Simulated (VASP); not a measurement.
# Re (P-3m1) in VASP: a series of runs, part 2 of 2

VASP 6.6.1.

## 3. Single point, PBE (atoms displaced along a vibrational mode, the cell strained)

The input, INCAR:

```
ALGO = Fast
EDIFF = 1E-6
ENCUT = 520
GGA = PE
ISIF = 2
ISMEAR = 0
LASPH = T
LCHARG = F
LREAL = F
LWAVE = F
NBANDS = 14
NELM = 60
PREC = Accurate
SIGMA = 0.15
```

The input, KPOINTS:

```
k-points
0
Gamma
  18 18 10
```

The input, POSCAR:

```
Re
1.0
    2.8858171185      0.0000000000      0.0000000000
   -1.4429085592      2.4991909353      0.0000000000
    0.0000000000      0.0000000000      4.4842238099
Re
2
Direct
    0.3333333333      0.6666666667      0.1958100197
    0.6666666667      0.3333333333      0.8041899803
```

Potentials or basis: VASP PAW PBE potentials, release 64 (Re).

Started as:

```sh
$ cat potpaw_PBE.64/Re/POTCAR > POTCAR
$ mpirun -np 1 vasp_std > vasp.out
```

OUTCAR:

```text
EDIFF = 1E-6
   ENCUT = 520
   GGA = PE
   ISIF = 2
   ISMEAR = 0
   LASPH = T
   LREAL = F
   NELM = 60
   PREC = Accurate

 ion  position               nearest neighbor table
   1  0.333  0.667  0.196-   2 2.42   2 2.42   2 2.42   2 3.20   2 3.20   2 3.20
   2  0.667  0.333  0.804-   1 2.42   1 2.42   1 2.42   1 3.20   1 3.20   1 3.20

  LATTYP: Found a hexagonal cell.
 ALAT       =     2.8858171185
 C/A-ratio  =     1.5538835712

  Lattice vectors:

 A1 = (   2.8858171185,   0.0000000000,   0.0000000000)
 A2 = (  -1.4429085592,   2.4991909353,   0.0000000000)
 A3 = (   0.0000000000,   0.0000000000,   4.4842238099)

Analysis of symmetry for initial positions (statically):
=====================================================================
 Subroutine PRICEL returns:
 Original cell was already a primitive cell.

 Routine SETGRP: Setting up the symmetry group for a
 hexagonal supercell.

 Subroutine GETGRP returns: Found 12 space group operations
 (whereof 12 operations were pure point group operations)
 out of a pool of 24 trial point group operations.

The static configuration has the point symmetry D_3d.

Analysis of symmetry for dynamics (positions and initial velocities):
=====================================================================
 Subroutine PRICEL returns:
 Original cell was already a primitive cell.

 Routine SETGRP: Setting up the symmetry group for a
 hexagonal supercell.

 Subroutine GETGRP returns: Found 12 space group operations
 (whereof 12 operations were pure point group operations)
 out of a pool of 24 trial point group operations.

The dynamic configuration has the point symmetry D_3d.

 Subroutine INISYM returns: Found 12 space group operations
 (whereof 12 operations are pure point group operations),
 and found     1 'primitive' translations

----------------------------------------------------------------------------------------

                                     Primitive cell

  volume of cell :      32.3412

  direct lattice vectors                    reciprocal lattice vectors
     2.885817118  0.000000000  0.000000000     0.346522305  0.200064746  0.000000000
    -1.442908559  2.499190935  0.000000000     0.000000000  0.400129492  0.000000000
     0.000000000  0.000000000  4.484223810     0.000000000  0.000000000  0.223004034

  length of vectors
     2.885817118  2.885817118  4.484223810     0.400129492  0.400129492  0.223004034

  position of ions in fractional coordinates (direct lattice)
     0.333333333  0.666666667  0.195810020
     0.666666667  0.333333333  0.804189980

  ion indices of the primitive-cell ions
   primitive index   ion index
                 1           1
                 2           2

----------------------------------------------------------------------------------------

 KPOINTS: k-points

Automatic generation of k-mesh.
 Grid dimensions read from file:
 generate k-points for:   18   18   10

 Generating k-lattice:

  Cartesian coordinates                     Fractional coordinates (reciprocal lattice)
     0.019251239  0.011114708  0.000000000     0.055555556 -0.000000000  0.000000000
[... 41 lines left out ...]
   k-points           NKPTS =    330   k-points in BZ     NKDIM =    330   number of bands    NBANDS=     14
   number of dos      NEDOS =    301   number of ions     NIONS =      2
   total plane-waves  NPLWV =  20736
   dimension x,y,z NGX =    24 NGY =   24 NGZ =   36
   dimension x,y,z NGXF=    48 NGYF=   48 NGZF=   72
   ions per type =               2
   NGX,Y,Z   is equivalent  to a cutoff of  13.83, 13.83, 13.35 a.u.
   NGXF,Y,Z  is equivalent  to a cutoff of  27.65, 27.65, 26.69 a.u.
 SYSTEM =  unknown system
   PREC   = accura    normal or accurate (medium, high low for compatibility)
   ISTART =      0    job   : 0-new  1-cont  2-samecut
   ICHARG =      2    charge: 1-file 2-atom 10-const
   ISPIN  =      1    spin polarized calculation?
   LNONCOLLINEAR =      F non collinear calculations
   LSORBIT =      F    spin-orbit coupling
   LASPH  =      T    aspherical Exc in radial PAW
   ENCUT  =  520.0 eV  38.22 Ry    6.18 a.u.   5.37  5.37  8.34*2*pi/ulx,y,z
   NELM   =     60;   NELMIN=  2; NELMDL= -5     # of ELM steps
   EDIFF  = 0.1E-05   stopping-criterion for ELM
   LREAL  =      F    real-space projection
   EDIFFG = 0.1E-04   stopping-criterion for IOM
   NSW    =      0    number of steps for IOM
   IBRION =     -1    ionic relax: 0-MD 1-quasi-New 2-CG
   NFREE  =      0    steps in history (QN), initial steepest desc. (CG)
   ISIF   =      2    stress and relaxation
   ISYM   =      2    0-nonsym 1-usesym 2-fastsym
   POTIM  = 0.5000    time-step for ionic-motion
   TEBEG  =    0.0;   TEEND  =   0.0 temperature during run
   PSTRESS=    0.0 pullay stress
   NELECT =      14.0000    total number of electrons
   NUPDOWN=      -1.0000    fix difference up-down
   EMIN   =  10.00;   EMAX   =-10.00  energy-range for DOS
   EFERMI =   0.00;   METHOD = LEGACY
   ISMEAR =     0;   SIGMA  =   0.15  broadening in eV -4-tet -1-fermi 0-gaus
   EFERMI_NEDOS =   21; number of points for ismear=-14 and -15
   IALGO  =     68    algorithm
   IMIX   =      4    mixing-type and parameters
     AMIX     =   0.40;   BMIX     =  1.00
     AMIX_MAG =   1.60;   BMIX_MAG =  1.00
  volume/ion in A,a.u.               =      16.17       109.12
  Fermi-wavevector in a.u.,A,eV,Ry     =   1.238413  2.340262 20.866819  1.533668
  Thomas-Fermi vector in A             =   2.372940
   LORBIT       =      0    0 simple, 1 ext, 2 COOP (PROOUT), +10 PAW based schemes
   GGA     = PE    functional components
   LHFCALC =     F    Hartree Fock is set to
   AEXX    =    0.0000 exact exchange contribution
   IVDW    =     0    specifies the selected vdW correction
   LEPSILON=     F    determine dielectric tensor
   LRPA    =     F    only Hartree local field effects (RPA)
 non-spin polarized calculation
 RMM-DIIS sequential band-by-band and
 Gauss-broadening in eV      SIGMA  =   0.15
  energy-cutoff  :      520.00
  volume of cell :       32.34
 maximum number of plane-waves:       899
 NGX is ok and might be reduce to    24
   NGX = 11   NGY = 11   NGZ = 17

 number of electron      13.9999999 magnetization

 Free energy of the ion-electron system (eV)
  ---------------------------------------------------
  ext. energy  EPLUGINS =         0.00000000
  ---------------------------------------------------
  free energy    TOTEN  =       -23.70694185 eV

  energy without entropy =      -23.68820005  energy(sigma->0) =      -23.69757095

 E-fermi :   7.0819     XC(G=0): -13.0616

 val. band max:        7.0767326698   @ k =  -0.0556   0.3333   0.1000
 cond. band min:       7.0867907420   @ k =   0.2778   0.0556   0.1000
 fundamental gap:      0.0100580723
 Fermi energy:         7.0818542575

 k-point     1 :       0.0000    0.0000    0.0000
  band No.  band energies     occupation
      1      -2.3997      2.00000
      2       0.3047      2.00000
      3       4.3803      2.00000
      4       4.3803      2.00000
      5       4.4082      2.00000
      6       4.4082      2.00000
      7       5.6425      2.00000
      8       8.0037      0.00000
      9       8.0037      0.00000
     10       9.6928      0.00000
     11      10.7496      0.00000
     12      10.7496      0.00000
     13      13.6859      0.00000
     14      20.2138      0.00000
[... 377 lines left out ...]
      1       0.8879      2.00000
      2       1.5998      2.00000
      3       2.3687      2.00000
      4       4.0076      2.00000
      5       4.7708      2.00000
      6       5.7062      2.00000
      7       7.2944      0.04504
      8       9.4778      0.00000
      9       9.8758      0.00000
     10      10.8261      0.00000
     11      11.5788      0.00000
     12      13.7147      0.00000
     13      15.6673      0.00000
     14      16.6454      0.00000

 [... further k-points ...]

------------------------ aborting loop because EDIFF is reached ----------------------------------------

  FORCE on cell =-STRESS in cart. coord.  units (eV):
  Direction    XX          YY          ZZ          XY          YZ          ZX
  --------------------------------------------------------------------------------------
  -------------------------------------------------------------------------------------
  Total        0.6894754      0.6894754      4.2009083      0.0000000      0.0000000      0.0000000
  in kB       34.1565390     34.1565390    208.1125464      0.0000000      0.0000000      0.0000000
  external PRESSURE =      92.1418748 kB  Pullay stress =       0.0000000 kB

 VOLUME and BASIS-vectors are now :
 -----------------------------------------------------------------------------
  energy-cutoff  :      520.00
  volume of cell :       32.34
      direct lattice vectors                 reciprocal lattice vectors
     2.885817118  0.000000000  0.000000000     0.346522305  0.200064746  0.000000000
    -1.442908559  2.499190935  0.000000000     0.000000000  0.400129492  0.000000000
     0.000000000  0.000000000  4.484223810     0.000000000  0.000000000  0.223004034

 POSITION                                       TOTAL-FORCE (eV/Angst)
 -----------------------------------------------------------------------------------
     -0.00000      1.66613      0.87806        -0.000000      0.000000      5.409359
      1.44291      0.83306      3.60617         0.000000      0.000000     -5.409359
 -----------------------------------------------------------------------------------
    total drift:                               -0.000000      0.000000      0.000000

  FREE ENERGIE OF THE ION-ELECTRON SYSTEM (eV)
  ---------------------------------------------------
  free  energy   TOTEN  =       -23.7069418472 eV

  energy  without entropy=      -23.6882000472  energy(sigma->0) =      -23.69757095
```

OSZICAR:

```text
N       E                     dE             d eps       ncg     rms          rms(c)
DAV:   1     0.217415066099E+02    0.21742E+02   -0.67279E+03 18472   0.122E+03
DAV:   2    -0.238920814112E+02   -0.45634E+02   -0.40084E+02 15088   0.271E+02
DAV:   3    -0.250246726193E+02   -0.11326E+01   -0.11070E+01 14474   0.451E+01
DAV:   4    -0.250375146166E+02   -0.12842E-01   -0.12828E-01 14342   0.351E+00
DAV:   5    -0.250377903922E+02   -0.27578E-03   -0.27573E-03 14316   0.891E-01    0.429E+01
RMM:   6    -0.239807089182E+02    0.10571E+01   -0.19016E-01 10002   0.201E+01    0.173E+01
RMM:   7    -0.237208902904E+02    0.25982E+00   -0.29559E+00 13877   0.224E+01    0.137E+00
RMM:   8    -0.237125745869E+02    0.83157E-02   -0.11630E-01 13773   0.447E+00    0.784E-01
RMM:   9    -0.237088536434E+02    0.37209E-02   -0.16072E-02 14287   0.105E+00    0.378E-01
RMM:  10    -0.237067553142E+02    0.20983E-02   -0.12142E-03 10937   0.138E+00    0.168E-01
RMM:  11    -0.237069324839E+02   -0.17717E-03   -0.29634E-03 14356   0.351E-01    0.196E-02
RMM:  12    -0.237069444915E+02   -0.12008E-04   -0.19788E-04 14227   0.925E-02    0.157E-02
RMM:  13    -0.237069426198E+02    0.18717E-05   -0.19124E-05 12999   0.418E-02    0.921E-03
RMM:  14    -0.237069418472E+02    0.77264E-06   -0.41325E-06  9032   0.434E-02
   1 F= -.23706942E+02 E0= -.23697571E+02  d E =-.187418E-01
```

stdout:

```text
POSCAR found type information on POSCAR Re
 POSCAR found :  1 types and       2 ions
 scaLAPACK will be used
 LDA part: xc-table for (Slater+PW92), standard interpolation
 POSCAR, INCAR and KPOINTS ok, starting setup
 FFT: planning ... GRIDC
 FFT: planning ... GRID_SOFT
 FFT: planning ... GRID
 WAVECAR not read
 entering main loop
```

Run time: 58 s. Hardware: 1 thread of Intel Xeon 6975P-C (Granite Rapids), shared host; peak memory 0.26 GiB.

Results:

```yaml
Free_energy: -23.7069 eV
Pressure: 9.2 GPa
Largest_force: 5.409 eV/Å
Band_gap_on_the_k_mesh: zero (bands 7 and 8 overlap by 2.29 eV)
```

Forces on the atoms (eV/Å):
```
Re   0.000  0.000  5.409
Re   0.000  0.000 -5.409
```

Stress tensor (GPa, compression positive):
```
 3.42  0.00  0.00
 0.00  3.42  0.00
 0.00  0.00 20.81
```

Caveat: the cell differs from its parent crystal (atoms displaced along a vibrational mode, the cell strained); the stress differs along the axes, from 3 to 21 GPa; spin-orbit coupling is left out, which moves the levels of the heavy elements; forces of over 1 eV/Å act on the atoms, so gaps and moduli don't describe the material at rest.

## 4. Single point, PBE (atoms displaced along a vibrational mode, the cell strained)

The input, INCAR:

```
SYSTEM = Re
PREC = Accurate
ENCUT = 520
EDIFF = 1E-6
ISMEAR = 0
SIGMA = 0.15
LREAL = .False.
LASPH = .True.
NELM = 100
ALGO = Fast
ISIF = 2
LWAVE = .False.
LCHARG = .False.
GGA = PE
NBANDS = 14
```

The input, KPOINTS:

```
regular mesh
0
Gamma
  18 18 10
  0 0 0
```

The input, POSCAR:

```
Re
1.0
    2.8858171185      0.0000000000      0.0000000000
   -1.4429085592      2.4991909353      0.0000000000
    0.0000000000      0.0000000000      4.4842238099
Re
2
Direct
    0.3333333333      0.6666666667      0.2283240079
    0.6666666667      0.3333333333      0.7716759921
```

Started as:

```sh
$ cat potpaw_PBE.64/Re/POTCAR > POTCAR
$ mpirun -np 1 vasp_std > vasp.out
```

It took 57 s on 1 thread of Intel Xeon 6975P-C (Granite Rapids), shared host; peak memory 0.25 GiB.

It converged, with:

```yaml
Free_energy: -24.5786 eV
Pressure: -19.4 GPa
Largest_force: 0.955 eV/Å
Band_gap_on_the_k_mesh: zero (bands 7 and 8 overlap by 2.59 eV)
```

Forces in eV/Å, atoms in the order of the input:
```
Re   0.000  0.000  0.955
Re   0.000  0.000 -0.955
```

Stress tensor (GPa, compression positive):
```
-24.41   0.00   0.00
  0.00 -24.41   0.00
  0.00   0.00  -9.41
```

Levels at points of the mesh, in eV from the Fermi level:
| k point | band 3 | band 4 | band 5 | band 6 | band 7 | band 8 | band 9 | band 10 | band 11 | band 12 |
| --- | --- | --- | --- | --- | --- | --- | --- | --- | --- | --- |
| (0.00, 0.00, 0.00) | -1.51 | -1.51 | -1.01 | -1.01 | -0.94 | 0.35 | 0.35 | 1.30 | 3.19 | 3.19 |
| (0.50, 0.00, 0.00) | -4.44 | -1.98 | -1.71 | -0.88 | -0.07 | 3.14 | 3.64 | 4.26 | 5.24 | 6.20 |
| (0.00, 0.00, 0.50) | -2.66 | -1.73 | -1.73 | -1.68 | -1.68 | -0.79 | 2.02 | 2.02 | 2.85 | 2.85 |
| (0.50, 0.00, 0.50) | -3.88 | -2.78 | -0.54 | 0.81 | 0.91 | 1.10 | 3.34 | 3.62 | 3.70 | 4.75 |

Caveat: the cell differs from its parent crystal (atoms displaced along a vibrational mode, the cell strained); the stress differs along the axes, from -24 to -9 GPa; spin-orbit coupling is left out, which moves the levels of the heavy elements.

## 5. Summary

| cell | gap on the mesh (eV) | pressure (GPa) | largest force (eV/Å) |
| --- | --- | --- | --- |
| as given, atomic positions A | none | -12.8 | 2.21 |
| as given, atomic positions B | none | 9.2 | 5.41 |
| as given, atomic positions C | none | -19.4 | 0.96 |

Alike in all rows: task single point; level PBE; potentials or basis VASP PAW PBE potentials, release 64 (Re); no spin polarisation; k mesh 18 × 18 × 10; cutoff (eV) 520; smearing gaussian 0.15 eV.

Caveats: spin-orbit coupling is left out, which moves the levels of the heavy elements; forces of over 1 eV/Å act on the atoms, so gaps and moduli don't describe the material at rest (at least some runs); the stress differs along the axes, from -19 to -1 GPa (at least some runs); the stress differs along the axes, from 3 to 21 GPa (at least some runs); the stress differs along the axes, from -24 to -9 GPa (at least some runs).

Total energies depend on the potentials used, so only differences within one code and one set of settings carry meaning.
